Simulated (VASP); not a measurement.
The system is Fe2Pt.

```
CELL_PARAMETERS angstrom
4.18105 0.00000 0.00000
-2.09052 3.62089 0.00000
0.00000 0.00000 2.56036
ATOMIC_POSITIONS crystal
Fe 0.33333 0.66667 0.33333
Fe 0.66667 0.33333 0.66667
Pt 0.00000 0.00000 0.00000
```

```yaml
Program: VASP 6.6.1
Task: relaxation of cell and atoms
Functional: PBE
Potentials_or_basis: VASP PAW PBE potentials, release 64 (Fe, Pt)
Cutoff: 600 eV
k_mesh: 6 × 6 × 6
Occupations: gaussian, width 0.1 eV
Spin: collinear spin, ferromagnetic start
Starting_moments: "[4.0, 4.0, 0.0] μB"
```

At the start: pressure 10.4 GPa; volume 12.92 Å³/atom.

Problem. How do energy, volume and symmetry change on relaxing?

Solution. Over 10 steps the energy falls by 53.1 meV/atom and the volume is 13.38 Å³/atom (+3.6 %); space group P-3m1 (No. 164, to 0.05 Å); moment 5.97 μB per cell.

The path:
```csv
step,energy change (eV),largest force (eV/Å),pressure (GPa),volume (Å³)
1,0.0000,0.6796,10.37,38.76
2,0.0206,0.3064,-12.09,43.62
3,-0.0890,0.4835,-1.70,40.95
4,-0.1149,0.4209,-0.86,40.64
5,-0.1341,0.2912,0.92,40.11
6,-0.1519,0.1523,0.06,40.21
7,-0.1587,0.0159,-0.79,40.33
8,-0.1588,0.0097,-0.84,40.34
9,-0.1589,0.0023,0.82,39.98
10,-0.1593,0.0057,0.04,40.15
```

Final structure:
```xyz
3
Lattice="4.1875 0.0000 0.0000 -2.0938 3.6265 0.0000 0.0000 0.0000 2.6438" Properties=species:S:1:pos:R:3 pbc="T T T"
Fe    0.0000    2.4177    1.0231
Fe    2.0937    1.2088    1.6207
Pt    0.0000    0.0000    0.0000
```

Caveat: the k points lie up to 0.40 Å⁻¹ apart in the final cell.
